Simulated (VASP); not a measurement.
SnSe2, 6 atoms in the cell. Symmetry: P6_3/mmc, No. 194, hexagonal system. Conventional cell: a = 5.360 Å, b = 5.360 Å, c = 5.597 Å, α = 90.00°, β = 90.00°, γ = 120.00°. Se (site symmetry -6m2) has 5 Sn at 2.80 to 3.09 Å and 6 Se at 3.40 Å within 3.7 Å. Se (site symmetry -3m) has 8 Se at 2.80 to 3.40 Å and 6 Sn at 3.40 Å within 3.7 Å. Within 3.7 Å of Sn (site symmetry -6m2) lie 11 Se at 2.80 to 3.40 Å. 

| Quantity | Value |
| --- | --- |
| Program | VASP 6.6.1 |
| Task | single point |
| Functional | r2SCAN |
| Potentials or basis | VASP PAW PBE potentials, release 64 (Se, Sn_d) |
| Cutoff | 520 eV |
| k mesh | 5 × 5 × 4 |
| Occupations | fermi-dirac, width 0.1 eV |
| Spin | no spin polarisation |
| Dipole correction | no |
| Further INCAR settings | ALGO = Normal; EDIFF = 1e-06; NBANDS = 35 |

Potentials or basis: VASP PAW PBE potentials, release 64 (Se, Sn_d).

The run is started by

```sh
$ cat potpaw_PBE.64/Se/POTCAR potpaw_PBE.64/Sn_d/POTCAR > POTCAR
$ cp INCAR.step1 INCAR
$ mpirun -np 1 vasp_std > vasp.out
$ cp INCAR.step2 INCAR
$ mpirun -np 1 vasp_std > vasp.out
```

Hardware: 1 thread of Intel Xeon 8259CL, with other jobs on the host.

Q: How long does it take, and how much memory?

A: Wall time 7.5 min on 1 thread of Intel Xeon 8259CL (shared host), peak memory 0.3 GiB. Counts: k points 15.
